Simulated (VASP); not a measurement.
# Fe (Im-3m) in VASP: a series of runs

Aim: see how the results for Fe move with the level of theory and the settings. Levels: revPBE+U, PBEsol+U, r2SCAN+U. Tasks: relaxation of cell and atoms, single point, density of states.

All numbers are computed with VASP 6.6.1; they aren't measurements. Logs are shortened: lines on timing, memory, paths and dates and some standing lists are left out, and cuts for length are marked.

### Step 1. The cell of the first run

It takes space group Im-3m (No. 229, cubic). Conventional cell: a = 2.886 Å, b = 2.886 Å, c = 2.886 Å, α = 90.00°, β = 90.00°, γ = 90.00°. Fe (site symmetry m-3m) has 14 Fe at 2.50 to 2.89 Å within 3.3 Å.

### Step 2. Relaxation of cell and atoms, revPBE+U, collinear spin, ferromagnetic start

The input, INCAR:

```
  ALGO = Normal
  EDIFF = 1E-7
  EDIFFG = -0.01
  ENCUT = 600
  GGA = RE
  IBRION = 2
  ISIF = 3
  ISMEAR = -1
  ISPIN = 2
  LASPH = T
  LCHARG = F
  LDAU = T
  LDAUJ = 0
  LDAUL = 2
  LDAUPRINT = 1
  LDAUTYPE = 2
  LDAUU = 4
  LMAXMIX = 4
  LORBIT = 11
  LREAL = F
  LWAVE = F
  MAGMOM = -0.81
  NELM = 150
  NSW = 60
  PREC = Accurate
  SIGMA = 0.15
```

The input, KPOINTS:

```
k-points
0
Gamma
  13 13 13
```

The input, POSCAR:

```
Fe
1.0
   -1.4430000000      1.4430000000      1.4430000000
    1.4430000000     -1.4430000000      1.4430000000
    1.4430000000      1.4430000000     -1.4430000000
Fe
1
Direct
    0.0000000000      0.0000000000      0.0000000000
```

Potentials or basis: VASP PAW PBE potentials, release 64 (Fe).

Started as:

```console
$ cat potpaw_PBE.64/Fe/POTCAR > POTCAR
$ mpirun -np 1 vasp_std > vasp.out
```

OUTCAR:

```text
EDIFF = 1E-7
   EDIFFG = -0.01
   ENCUT = 600
   GGA = RE
   IBRION = 2
   ISIF = 3
   ISMEAR = -1
   ISPIN = 2
   LASPH = T
   LORBIT = 11
   LREAL = F
   NELM = 150
   NSW = 60
   PREC = Accurate

 ion  position               nearest neighbor table
   1  0.000  0.000  0.000-

  LATTYP: Found a body centered cubic cell.
 ALAT       =     2.8860000000

  Lattice vectors:

 A1 = (  -1.4430000000,   1.4430000000,   1.4430000000)
 A2 = (   1.4430000000,  -1.4430000000,   1.4430000000)
 A3 = (   1.4430000000,   1.4430000000,  -1.4430000000)

Analysis of symmetry for initial positions (statically):
=====================================================================
 Subroutine PRICEL returns:
 Original cell was already a primitive cell.

 Routine SETGRP: Setting up the symmetry group for a
 body centered cubic supercell.

 Subroutine GETGRP returns: Found 48 space group operations
 (whereof 48 operations were pure point group operations)
 out of a pool of 48 trial point group operations.

The static configuration has the point symmetry O_h .

Analysis of symmetry for dynamics (positions and initial velocities):
=====================================================================
 Subroutine PRICEL returns:
 Original cell was already a primitive cell.

 Routine SETGRP: Setting up the symmetry group for a
 body centered cubic supercell.

 Subroutine GETGRP returns: Found 48 space group operations
 (whereof 48 operations were pure point group operations)
 out of a pool of 48 trial point group operations.

The dynamic configuration has the point symmetry O_h .

Analysis of structural, dynamic, and magnetic symmetry:
=====================================================================
 Subroutine PRICEL returns:
 Original cell was already a primitive cell.

 Routine SETGRP: Setting up the symmetry group for a
 body centered cubic supercell.

 Subroutine GETGRP returns: Found 48 space group operations
 (whereof 48 operations were pure point group operations)
 out of a pool of 48 trial point group operations.

The overall configuration has the point symmetry O_h .

 Subroutine INISYM returns: Found 48 space group operations
 (whereof 48 operations are pure point group operations),
 and found     1 'primitive' translations

----------------------------------------------------------------------------------------

                                     Primitive cell

  volume of cell :      12.0187

  direct lattice vectors                    reciprocal lattice vectors
    -1.443000000  1.443000000  1.443000000     0.000000000  0.346500347  0.346500347
     1.443000000 -1.443000000  1.443000000     0.346500347  0.000000000  0.346500347
     1.443000000  1.443000000 -1.443000000     0.346500347  0.346500347  0.000000000

  length of vectors
     2.499349315  2.499349315  2.499349315     0.490025489  0.490025489  0.490025489

  position of ions in fractional coordinates (direct lattice)
     0.000000000  0.000000000  0.000000000

  ion indices of the primitive-cell ions
   primitive index   ion index
                 1           1

----------------------------------------------------------------------------------------

 KPOINTS: k-points

Automatic generation of k-mesh.
 Grid dimensions read from file:
 generate k-points for:   13   13   13

 Generating k-lattice:

  Cartesian coordinates                     Fractional coordinates (reciprocal lattice)
     0.000000000  0.026653873  0.026653873     0.076923077  0.000000000  0.000000000
     0.026653873  0.000000000  0.026653873     0.000000000  0.076923077  0.000000000
     0.026653873  0.026653873  0.000000000     0.000000000  0.000000000  0.076923077

  Length of vectors
     0.037694268  0.037694268  0.037694268

  Shift w.r.t. Gamma in fractional coordinates (k-lattice)
     0.000000000  0.000000000  0.000000000

 Subroutine IBZKPT returns following result:
 ===========================================

 Found     84 irreducible k-points:

 Following reciprocal coordinates:
            Coordinates               Weight
  0.000000  0.000000  0.000000      1.000000
  0.076923  0.000000  0.000000     12.000000
  0.153846  0.000000  0.000000     12.000000
  0.230769  0.000000  0.000000     12.000000
  0.307692  0.000000  0.000000     12.000000
  0.384615  0.000000  0.000000     12.000000
[... 16 lines left out ...]
  0.153846  0.076923  0.076923     24.000000
  0.230769  0.076923  0.076923     24.000000
 [... further k-points ...]
   k-points           NKPTS =     84   k-points in BZ     NKDIM =     84   number of bands    NBANDS=      8
   number of dos      NEDOS =    301   number of ions     NIONS =      1
   total plane-waves  NPLWV =   8000
   dimension x,y,z NGX =    20 NGY =   20 NGZ =   20
   dimension x,y,z NGXF=    40 NGYF=   40 NGZF=   40
   ions per type =               1
   NGX,Y,Z   is equivalent  to a cutoff of  13.30, 13.30, 13.30 a.u.
   NGXF,Y,Z  is equivalent  to a cutoff of  26.61, 26.61, 26.61 a.u.
 SYSTEM =  unknown system
   PREC   = accura    normal or accurate (medium, high low for compatibility)
   ISTART =      0    job   : 0-new  1-cont  2-samecut
   ICHARG =      2    charge: 1-file 2-atom 10-const
   ISPIN  =      2    spin polarized calculation?
   LNONCOLLINEAR =      F non collinear calculations
   LSORBIT =      F    spin-orbit coupling
   LASPH  =      T    aspherical Exc in radial PAW
   ENCUT  =  600.0 eV  44.10 Ry    6.64 a.u.   4.99  4.99  4.99*2*pi/ulx,y,z
   NELM   =    150;   NELMIN=  2; NELMDL= -5     # of ELM steps
   EDIFF  = 0.1E-06   stopping-criterion for ELM
   LREAL  =      F    real-space projection
   EDIFFG = -.1E-01   stopping-criterion for IOM
   NSW    =     60    number of steps for IOM
   IBRION =      2    ionic relax: 0-MD 1-quasi-New 2-CG
   NFREE  =      1    steps in history (QN), initial steepest desc. (CG)
   ISIF   =      3    stress and relaxation
   ISYM   =      2    0-nonsym 1-usesym 2-fastsym
   POTIM  = 0.5000    time-step for ionic-motion
   TEBEG  =    0.0;   TEEND  =   0.0 temperature during run
   PSTRESS=    0.0 pullay stress
   NELECT =       8.0000    total number of electrons
   NUPDOWN=      -1.0000    fix difference up-down
   EMIN   =  10.00;   EMAX   =-10.00  energy-range for DOS
   EFERMI =   0.00;   METHOD = LEGACY
   ISMEAR =    -1;   SIGMA  =   0.15  broadening in eV -4-tet -1-fermi 0-gaus
   EFERMI_NEDOS =   21; number of points for ismear=-14 and -15
   IALGO  =     38    algorithm
   IMIX   =      4    mixing-type and parameters
     AMIX     =   0.40;   BMIX     =  1.00
     AMIX_MAG =   1.60;   BMIX_MAG =  1.00
  volume/ion in A,a.u.               =      12.02        81.11
  Fermi-wavevector in a.u.,A,eV,Ry     =   1.429394  2.701162 27.798962  2.043166
  Thomas-Fermi vector in A             =   2.549352
   LORBIT       =     11    0 simple, 1 ext, 2 COOP (PROOUT), +10 PAW based schemes
 LDA+U is selected, type is set to LDAUTYPE =  2
   angular momentum for each species LDAUL =     2
   U (eV)           for each species LDAUU =   4.0
   J (eV)           for each species LDAUJ =   0.0
   GGA     = RE    functional components
   LHFCALC =     F    Hartree Fock is set to
   AEXX    =    0.0000 exact exchange contribution
   IVDW    =     0    specifies the selected vdW correction
   LEPSILON=     F    determine dielectric tensor
   LRPA    =     F    only Hartree local field effects (RPA)
 conjugate gradient relaxation of ions
 spin polarized calculation
  energy-cutoff  :      600.00
  volume of cell :       12.02
 maximum number of plane-waves:       415
   NGX =  9   NGY =  9   NGZ =  9

--------------------------------------- Ionic step        1  -------------------------------------------

 number of electron       7.9999995 magnetization      -2.8963081

 Free energy of the ion-electron system (eV)
  ---------------------------------------------------
  ext. energy  EPLUGINS =         0.00000000
  ---------------------------------------------------
  free energy    TOTEN  =        -4.90465402 eV

  energy without entropy =       -4.83032959  energy(sigma->0) =       -4.86749180

------------------------ aborting loop because EDIFF is reached ----------------------------------------

  FORCE on cell =-STRESS in cart. coord.  units (eV):
  Direction    XX          YY          ZZ          XY          YZ          ZX
  --------------------------------------------------------------------------------------
  -------------------------------------------------------------------------------------
  Total        1.1061816      1.1061816      1.1061816      0.0000000      0.0000000     -0.0000000
  in kB      147.4612927    147.4612927    147.4612927      0.0000000      0.0000000     -0.0000000
  external PRESSURE =     147.4612927 kB  Pullay stress =       0.0000000 kB
[... 51 lines left out ...]
  FREE ENERGIE OF THE ION-ELECTRON SYSTEM (eV)
  ---------------------------------------------------
  free  energy   TOTEN  =        -4.9464625913 eV

  energy  without entropy=       -4.8592771371  energy(sigma->0) =       -4.90286986

atom =   1  type =  1  l = 2

 onsite density matrix

spin component  1

  0.3644  0.0000  0.0000 -0.0000 -0.0000
  0.0000  0.3644  0.0000  0.0000 -0.0000
  0.0000  0.0000  0.1766  0.0000 -0.0000
 -0.0000  0.0000  0.0000  0.3644  0.0000
 -0.0000 -0.0000 -0.0000  0.0000  0.1766

spin component  2

  0.9330 -0.0000 -0.0000  0.0000  0.0000
 -0.0000  0.9330  0.0000 -0.0000  0.0000
 -0.0000  0.0000  0.9418  0.0000  0.0000
  0.0000 -0.0000  0.0000  0.9330 -0.0000
  0.0000  0.0000  0.0000 -0.0000  0.9418

 occupancies and eigenvectors

  o =  0.1766  v =  0.0000  0.0000 -1.0000 -0.0000 -0.0071  0.0000  0.0000  0.0000  0.0000  0.0000      0.0000  0.0000  0.0000  0.0000  0.0000  0.0000  0.0000  0.0000  0.0000  0.0000
  o =  0.1766  v =  0.0000  0.0000 -0.0071 -0.0000  1.0000  0.0000  0.0000  0.0000  0.0000  0.0000      0.0000  0.0000  0.0000  0.0000  0.0000  0.0000  0.0000  0.0000  0.0000  0.0000
  o =  0.3644  v =  0.0000  0.9995  0.0000  0.0313 -0.0000  0.0000  0.0000  0.0000  0.0000  0.0000      0.0000  0.0000  0.0000  0.0000  0.0000  0.0000  0.0000  0.0000  0.0000  0.0000
  o =  0.3644  v =  1.0000  0.0000  0.0000  0.0000  0.0000  0.0000  0.0000  0.0000  0.0000  0.0000      0.0000  0.0000  0.0000  0.0000  0.0000  0.0000  0.0000  0.0000  0.0000  0.0000
  o =  0.3644  v =  0.0000 -0.0313 -0.0000  0.9995  0.0000  0.0000  0.0000  0.0000  0.0000  0.0000      0.0000  0.0000  0.0000  0.0000  0.0000  0.0000  0.0000  0.0000  0.0000  0.0000
  o =  0.9330  v =  0.0000  0.0000  0.0000  0.0000  0.0000  1.0000  0.0000  0.0000  0.0000  0.0000      0.0000  0.0000  0.0000  0.0000  0.0000  0.0000  0.0000  0.0000  0.0000  0.0000
  o =  0.9330  v =  0.0000  0.0000  0.0000  0.0000  0.0000  0.0000 -0.8515  0.0000  0.5244  0.0000      0.0000  0.0000  0.0000  0.0000  0.0000  0.0000  0.0000  0.0000  0.0000  0.0000
  o =  0.9330  v =  0.0000  0.0000  0.0000  0.0000  0.0000  0.0000  0.5244  0.0000  0.8515  0.0000      0.0000  0.0000  0.0000  0.0000  0.0000  0.0000  0.0000  0.0000  0.0000  0.0000
  o =  0.9418  v =  0.0000  0.0000  0.0000  0.0000  0.0000  0.0000  0.0000  0.0425  0.0000 -0.9991      0.0000  0.0000  0.0000  0.0000  0.0000  0.0000  0.0000  0.0000  0.0000  0.0000
  o =  0.9418  v =  0.0000  0.0000  0.0000  0.0000  0.0000  0.0000  0.0000 -0.9991  0.0000 -0.0425      0.0000  0.0000  0.0000  0.0000  0.0000  0.0000  0.0000  0.0000  0.0000  0.0000

--------------------------------------- Ionic step        3  -------------------------------------------

 number of electron       8.0000007 magnetization      -2.9687822

 Free energy of the ion-electron system (eV)
  ---------------------------------------------------
  ext. energy  EPLUGINS =         0.00000000
  ---------------------------------------------------
  free energy    TOTEN  =        -4.95919100 eV

  energy without entropy =       -4.87774651  energy(sigma->0) =       -4.91846876

 E-fermi :   5.0428     XC(G=0): -12.1322

 val. band max:        5.0418359797   @ k =  -0.3846   0.4615   0.1538
 cond. band min:       5.0494786398   @ k =  -0.3077   0.3077   0.1538
 fundamental gap:      0.0076426600
 Fermi energy:         5.0428393973

 spin component 1

 k-point     1 :       0.0000    0.0000    0.0000
  band No.  band energies     occupation
      1      -3.0337      1.00000
      2       5.4151      0.07714
      3       5.4153      0.07703
      4       5.4154      0.07703
      5       7.8550      0.00000
      6       7.8553      0.00000
      7      27.3453      0.00000
      8      27.3453      0.00000
[... 549 lines left out ...]
  FREE ENERGIE OF THE ION-ELECTRON SYSTEM (eV)
  ---------------------------------------------------
  free  energy   TOTEN  =        -4.9591910020 eV

  energy  without entropy=       -4.8777465097  energy(sigma->0) =       -4.91846876

 reached required accuracy - stopping structural energy minimisation

 total charge

# of ion       s       p       d       tot
------------------------------------------
    1        0.444   0.451   6.108   7.002

 magnetization (x)

# of ion       s       p       d       tot
------------------------------------------
    1        0.021   0.107  -3.236  -3.108
```

Wall time 35 s (1 thread of Intel Xeon Platinum 8488C (Sapphire Rapids), shared host); peak memory 0.13 GiB.

What came out:

| Property | Result |
| --- | --- |
| Free energy | -4.9592 eV |
| Relaxed volume | 13.32 Å³/atom |
| Relaxed cell | a = 2.586 Å, b = 2.586 Å, c = 2.586 Å, α = 109.47°, β = 109.47°, γ = 109.47° |
| Space group after relaxing (to 0.05 Å) | Im-3m (No. 229) |
| Energy gained by relaxing | 54.5 meV/atom |
| Ionic steps | 3 |
| Pressure after relaxing | 0.0 GPa |
| Net moment | -2.97 μB per cell |
| Site moments | Fe -3.11 μB |
| Valence electrons inside the program's atomic spheres | Fe 7.00 |

Step by step:
| step | energy change (eV) | largest force (eV/Å) | pressure (GPa) | volume (Å³) |
| --- | --- | --- | --- | --- |
| 1 | 0.0000 | 0.0000 | 14.75 | 12.02 |
| 2 | -0.0418 | 0.0000 | -5.31 | 14.05 |
| 3 | -0.0545 | 0.0000 | 0.00 | 13.32 |

Final structure:
```
CELL_PARAMETERS angstrom
-1.49325 1.49325 1.49325
1.49325 -1.49325 1.49325
1.49325 1.49325 -1.49325
ATOMIC_POSITIONS crystal
Fe 0.00000 0.00000 0.00000
```

Eigenvalues of the final occupation matrices:
```
    site  spin  trace               eigenvalues
site 1 d     1   1.45  0.18 0.18 0.36 0.36 0.36
site 1 d     2   4.68  0.93 0.93 0.93 0.94 0.94
```

Caveat: the PAW data sets were made with another functional, which shifts forces and pressure a little; the volume moved by +11 % from the deposited cell, more than functionals usually miss; the U is typed as a test and isn't derived for this compound. Zero-point motion and thermal expansion aren't in these numbers.

(Part 1 of 3 ends here.)
